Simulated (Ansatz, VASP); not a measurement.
One calculation of Sb, two programs

File INCAR:

```
PREC     = Accurate       # precision mode
ENCUT    = 400            # plane-wave cutoff, eV
EDIFF    = 1E-8           # SCF threshold, eV
ISMEAR   = -1             # smearing method
SIGMA    = 0.05           # smearing width, eV
LREAL    = F              # projectors in reciprocal space
LASPH    = T              # aspherical terms in the spheres
NELM     = 120            # most SCF steps
ALGO     = Normal         # electronic algorithm
ISIF     = 2              # what is computed and relaxed
LWAVE    = F              # write WAVECAR
LCHARG   = F              # write CHGCAR
GGA      = PS             # functional
LEFG     = T            
NBANDS   = 22             # bands
GGA_COMPAT= F
```

Contents of KPOINTS:

```
regular mesh
0
Gamma
  9 9 9
```

POSCAR

```
Sb
1.0
    2.2253850772      1.3300686856      3.7948837502
   -2.0758155868      1.2655506756      3.7303657402
    0.0189105096     -2.4271393611      3.7067505096
Sb
2
Direct
    0.2336400000      0.2336400000      0.2336400000
    0.7663600000      0.7663600000      0.7663600000
```

Input for Ansatz:

```yaml
crystal:
  lattice:
    - [2.2253850772, 1.3300686856, 3.7948837502]
    - [-2.0758155868, 1.2655506756, 3.7303657402]
    - [0.0189105096, -2.4271393611, 3.7067505096]
  atoms:
    - { symbol: Sb, position: [0.23364, 0.23364, 0.23364] }
    - { symbol: Sb, position: [0.76636, 0.76636, 0.76636] }
kpoints:
  mp_grid: { grid: [9, 9, 9] }
scf:
  occupations: { method: fermi_dirac, width: 0.05 }
hamiltonian:
  xc: pbesol
  pseudopotentials: { kind: paw }
output:
  forces: true
  stress: true
  eigenvalues: true
  efg: { contact_densities: true }
```

Change from the starting cell: equal xy, yz and zx shear strains of +3 %, PAW files.

Alike in both runs: task electric field gradients; functional PBEsol; k mesh 9 × 9 × 9; occupations fermi-dirac, width 0.05 eV; no spin polarisation.

|  | VASP | Ansatz |
| --- | --- | --- |
| version | VASP 6.6.1 | Ansatz 0.2.0 |
| potentials or method | VASP PAW PBE potentials, release 64 (Sb_d_GW) | PAW with Ansatz's default frozen-core files, scalar-relativistic |
| plane-wave cutoff (eV) | 400 | 420 |
| valence electrons in the cell | 30 | 30 |

|  | VASP | Ansatz | Ansatz less VASP |
| --- | --- | --- | --- |
| pressure (GPa) | 0.2 | 0.5 | +0.29 |
| traceless stress, the component that is largest in VASP (GPa) | -1.71 | -1.71 | +0.001 |
| rms of the force components (eV/Å) | 0.127 | 0.126 | -0.0006 |
| size of Vzz on the site where it differs most (V/Å²) | 50.3 | 51.6 | +1.27 |

VASP's potentials were made for PBE, not for PBEsol. Atom by atom the forces differ by 0.001 eV/Å (rms over components).

Neither program's run includes spin-orbit coupling.
